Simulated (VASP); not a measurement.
GaAs, 2 atoms in the cell. Symmetry: I-4m2, No. 119, tetragonal system. The conventional cell has a = 4.007 Å, b = 4.007 Å, c = 5.525 Å, α = 90.00°, β = 90.00°, γ = 90.00°. Ga (site symmetry -4m2) has 4 As at 2.43 Å within 3.2 Å. Within 3.2 Å of As (site symmetry -4m2) lie 4 Ga at 2.43 Å.  This cell differs from its parent crystal: uniaxial z strain -2.5%.

* Program: VASP 6.6.1
* Task: single point
* Functional: PBE
* Potentials or basis: VASP PAW PBE potentials, release 64 (Ga_d, As_d)
* Cutoff: 600 eV
* k mesh: 8 × 8 × 8
* Occupations: fermi-dirac, width 0.02 eV
* Spin: no spin polarisation
* Dipole correction: no
* Second run: valence_matched
* Further INCAR settings: ALGO = Normal; EDIFF = 1e-06; NBANDS = 21

Potentials or basis: VASP PAW PBE potentials, release 64 (Ga_d, As_d).

Command:

```bash
$ cat potpaw_PBE.64/Ga_d/POTCAR potpaw_PBE.64/As_d/POTCAR > POTCAR
$ mpirun -np 1 vasp_std > vasp.out
```

Hardware: 1 thread of Intel(R) Xeon(R) Platinum 8375C CPU @ 2.90GHz (Ice Lake), with other jobs on the host.

Task: How long does it take, and how much memory?

Result: It took 32 s on 1 thread of Intel(R) Xeon(R) Platinum 8375C CPU @ 2.90GHz (Ice Lake), on a shared host, peak memory 0.22 GiB. Counts: scf iterations 12, k points 59.
